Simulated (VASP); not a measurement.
Here is a VASP 6.6.1 calculation.

File INCAR:

```
SYSTEM = Al3Pd
ALGO     = Fast           ! electronic algorithm
EDIFF    = 1E-6           ! SCF threshold, eV
ENCUT    = 520            ! plane-wave cutoff, eV
GGA      = PE             ! functional
ISIF     = 2              ! what is computed and relaxed
ISMEAR   = 0              ! smearing method
LASPH    = .TRUE.         ! aspherical terms in the spheres
LCHARG   = .FALSE.        ! write CHGCAR
LREAL    = .FALSE.        ! projectors in reciprocal space
LWAVE    = .FALSE.        ! write WAVECAR
NBANDS   = 18             ! bands
NELM     = 60             ! most SCF steps
PREC     = Accurate       ! precision mode
SIGMA    = 0.1            ! smearing width, eV
```

Contents of KPOINTS:

```
k-points
0
G
  1 1 1
  0 0 0
```

The input POSCAR:

```
Al3Pd
1.0
    3.9469100000      0.0000000000      0.0000000000
    0.0000000000      3.9469100000      0.0000000000
    0.0000000000      0.0000000000      3.9469100000
Al Pd
3 1
Direct
    0.0000000000      0.5000000000      0.5000000000
    0.5000000000      0.0000000000      0.5000000000
    0.5000000000      0.5000000000      0.0000000000
    0.0000000000      0.0000000000      0.0000000000
```

Potentials or basis: VASP PAW PBE potentials, release 64 (Al, Pd).

Command:

```sh
$ cat potpaw_PBE.64/Al/POTCAR potpaw_PBE.64/Pd/POTCAR > POTCAR
$ mpirun -np 1 vasp_gam > vasp.out
```

Q: Estimate the pressure.

A: -11.3 GPa.

Caveat: the k points lie up to 1.59 Å⁻¹ apart.
